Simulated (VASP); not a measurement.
Write the native input for VASP 6.6.1 that does the following.

| Item | Value |
| --- | --- |
| Task | single point |
| Functional | PBEsol |
| Potentials or basis | VASP PAW PBE potentials, release 64 (Sb, Pt) |
| Cutoff | 520 eV |
| k mesh | 12 × 12 × 10 |
| Occupations | gaussian, width 0.1 eV |
| Spin | no spin polarisation |
| Dipole correction | no |
| Further INCAR settings | ALGO = Normal; EDIFF = 1e-07; NBANDS = 23 |

The structure of SbPt lies in POSCAR:

```
SbPt
1.0
    4.1262525104      0.0000000000      0.0000000000
   -2.0631262552      3.5734394964      0.0000000000
    0.0000000000      0.0000000000      5.6325414252
Sb Pt
2 2
Direct
    0.3333333338      0.6666666662      0.2500000000
    0.6666666662      0.3333333338      0.7500000000
    0.0000000000      0.0000000000      0.0000000000
    0.0000000000      0.0000000000      0.5000000000
```

This cell differs from its parent crystal: uniaxial strain along c: +3.0 %, then relaxed in part.

One way to write it, as run:

INCAR

```
SYSTEM = SbPt
ALGO = Normal
EDIFF = 1E-7
ENCUT = 520
GGA = PS
ISIF = 2
ISMEAR = 0
LASPH = .TRUE.
LCHARG = .FALSE.
LREAL = .FALSE.
LWAVE = .FALSE.
NBANDS = 23
NELM = 80
PREC = Accurate
SIGMA = 0.1
```

KPOINTS

```
k-points
0
G
  12 12 10
  0 0 0
```

Potentials or basis: VASP PAW PBE potentials, release 64 (Sb, Pt).

Run with:

```sh
$ cat potpaw_PBE.64/Sb/POTCAR potpaw_PBE.64/Pt/POTCAR > POTCAR
$ mpirun -np 1 vasp_std > vasp.out
```

Results of the run:

The pressure is -1.6 GPa and the band gap on the k mesh is zero (band 15 reaches 11.98 eV, above the bottom of band 16 at 7.94 eV).

Caveat: the cell differs from its parent crystal (uniaxial strain along c: +3.0 %, then relaxed in part); the PAW data sets were made with another functional, which shifts forces and pressure a little; spin-orbit coupling is left out, which moves the levels of the heavy elements.

Wall time 5.2 min on 1 thread of Oxide Virtual Turin-like Processor, with other jobs on the host, peak memory 0.31 GiB.
